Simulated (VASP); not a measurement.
# MgS: relaxation of the atoms with PBE

MgS:

```xyz
32
Lattice="5.2298 5.2298 5.2298 -5.2298 5.2298 -5.2298 -5.2298 -5.2298 5.2298" Properties=species:S:1:pos:R:3 pbc="T T T"
Mg   -5.2094    2.6713    2.5941
Mg   -0.0537    5.1815    0.0064
Mg   -2.4956    2.6199    5.2347
Mg    0.0184    2.5803    2.6029
Mg    2.5478    5.2835    2.6585
Mg   -5.2763   -2.6066    2.5968
Mg    0.0071    0.0112    5.1948
Mg    2.6217    2.5881    5.2706
Mg    0.0140    0.0016    0.0048
Mg   -2.6025   -2.6459    5.2533
Mg   -2.6145    5.2755    2.6117
Mg   -5.2574    2.6089   -2.6344
Mg   -2.6781    5.2547   -2.6706
Mg   -5.1871    0.0025   -0.0725
Mg   -2.6314    2.6203   -0.0545
Mg   -2.5380   -0.0006    2.6588
S     2.6125    2.6931    2.6678
S    -2.5830    5.2841   -0.0087
S    -0.0899    7.7985    0.0126
S    -2.5717    2.6040    2.6555
S    -0.0254    5.1538    2.6005
S    -2.5679    2.5582   -2.6159
S    -2.5796    0.0304    5.1996
S     0.0246    2.6369    5.2190
S    -2.5735   -0.0158    0.0075
S     0.0294    2.5591    0.0354
S     0.1166    0.0188    7.8287
S    -2.5662   -2.5299    2.5987
S     0.0317    0.0636    2.6503
S    -7.8578   -0.0439   -0.0211
S    -5.1892    2.6746    0.0220
S    -5.2031    0.0015    2.6286
```

| Item | Value |
| --- | --- |
| Program | VASP 6.6.1 |
| Task | relaxation of the atoms |
| Functional | PBE |
| Potentials or basis | VASP PAW PBE potentials, release 64 (Mg, S) |
| Cutoff | 520 eV |
| k mesh | 2 × 2 × 2, shifted |
| Occupations | gaussian, width 0.02 eV |
| Spin | no spin polarisation |
| Dipole correction | no |
| Further INCAR settings | LREAL = Auto; ALGO = Normal; EDIFF = 1e-07; IBRION = 2; EDIFFG = -0.03; NSW = 45 |

```
Energy gained by relaxing    : 13.6 meV/atom
Ionic steps                  : 8
Pressure after relaxing      : -0.3 GPa
Largest force after relaxing : 0.019 eV/Å
Band gap on the k mesh       : 3.69 eV
```

Forces on the atoms (eV/Å):
```
Mg  -0.006 -0.008  0.002
Mg   0.000  0.009  0.008
Mg  -0.002  0.004 -0.003
Mg  -0.005  0.003  0.001
Mg   0.001 -0.008 -0.006
Mg   0.002 -0.004 -0.001
Mg  -0.001  0.005  0.002
Mg  -0.015 -0.003 -0.010
Mg  -0.010  0.013  0.002
Mg  -0.001  0.000 -0.011
Mg   0.008 -0.003  0.003
Mg   0.002 -0.001  0.000
Mg  -0.002 -0.006  0.000
Mg  -0.002  0.005  0.001
Mg  -0.002  0.005 -0.001
Mg   0.001 -0.008 -0.010
S    0.004  0.005 -0.001
S    0.004 -0.002  0.001
S   -0.006  0.010  0.000
S    0.003 -0.012  0.000
S   -0.003 -0.006  0.006
S   -0.002 -0.015 -0.001
S    0.000  0.007  0.001
S    0.007  0.003  0.001
S    0.005  0.000  0.002
S   -0.001  0.012  0.003
S    0.018  0.002 -0.002
S    0.001 -0.001 -0.001
S    0.006  0.007  0.008
S   -0.001 -0.002  0.005
S   -0.002 -0.004 -0.003
S   -0.004 -0.005  0.004
```

Step by step:
```csv
step,energy change (eV),largest force (eV/Å),pressure (GPa)
1,0.0000,0.7514,0.08
2,-0.2360,0.4774,-0.10
3,-0.3797,0.2356,-0.24
4,-0.4076,0.1481,-0.26
5,-0.4253,0.0862,-0.28
6,-0.4313,0.0594,-0.28
7,-0.4354,0.0350,-0.28
8,-0.4365,0.0187,-0.28
```

Final structure:
```cif
data_structure
_symmetry_space_group_name_H-M 'P 1'
_symmetry_Int_Tables_number 1
_cell_length_a 9.0582
_cell_length_b 9.0582
_cell_length_c 9.0582
_cell_angle_alpha 109.471
_cell_angle_beta 109.471
_cell_angle_gamma 109.471
_cell_volume 572.14
loop_
_atom_site_label
_atom_site_type_symbol
_atom_site_fract_x
_atom_site_fract_y
_atom_site_fract_z
_atom_site_occupancy
Mg1 Mg 0.50069 0.74945 0.74841 1
Mg2 Mg 0.49949 0.49872 0.99837 1
Mg3 Mg 0.75046 0.49881 0.74858 1
Mg4 Mg 0.50038 0.24907 0.24845 1
Mg5 Mg 0.75122 0.25000 0.99919 1
Mg6 Mg 0.00069 0.24958 0.74870 1
Mg7 Mg 0.49994 0.99898 0.49848 1
Mg8 Mg 0.75096 0.99875 0.24861 1
Mg9 Mg 0.99959 0.99833 0.99822 1
Mg10 Mg 0.25085 0.99902 0.74900 1
Mg11 Mg 0.75074 0.75000 0.49887 1
Mg12 Mg 0.00049 0.74936 0.24874 1
Mg13 Mg 0.25086 0.74970 0.99863 1
Mg14 Mg 0.99987 0.49886 0.49837 1
Mg15 Mg 0.25043 0.49890 0.24864 1
Mg16 Mg 0.25128 0.24982 0.49907 1
S1 S 0.50070 0.99935 0.99897 1
S2 S 0.50044 0.74935 0.24876 1
S3 S 0.74995 0.74853 0.99830 1
S4 S 0.50099 0.49968 0.49871 1
S5 S 0.75036 0.49939 0.24838 1
S6 S 0.00110 0.49977 0.99875 1
S7 S 0.50031 0.24908 0.74877 1
S8 S 0.75015 0.24900 0.49861 1
S9 S 0.00043 0.24924 0.24880 1
S10 S 0.24994 0.24873 0.99852 1
S11 S 0.75049 0.99985 0.74913 1
S12 S 0.00077 0.99951 0.49893 1
S13 S 0.25005 0.99933 0.24858 1
S14 S 0.00029 0.74918 0.74846 1
S15 S 0.25040 0.74903 0.49855 1
S16 S 0.25047 0.49940 0.74838 1
```

Levels at points of the mesh, in eV from the valence-band top:
| k point | band 60 | band 61 | band 62 | band 63 | band 64 | band 65 | band 66 | band 67 | band 68 | band 69 |
| --- | --- | --- | --- | --- | --- | --- | --- | --- | --- | --- |
| (0.25, 0.25, 0.25) | 0.00 | 0.00 | 0.00 | 0.00 | 0.00 | 4.69 | 4.69 | 4.69 | 4.69 | 4.69 |

Wall time 8.4 min on 4 MPI ranks on Intel(R) Xeon(R) 6975P-C (Granite Rapids), on a shared host, peak memory 0.53 GiB a rank.

Caveat: a shifted mesh leaves out Γ, where band edges can lie. A k mesh can miss the band edges.
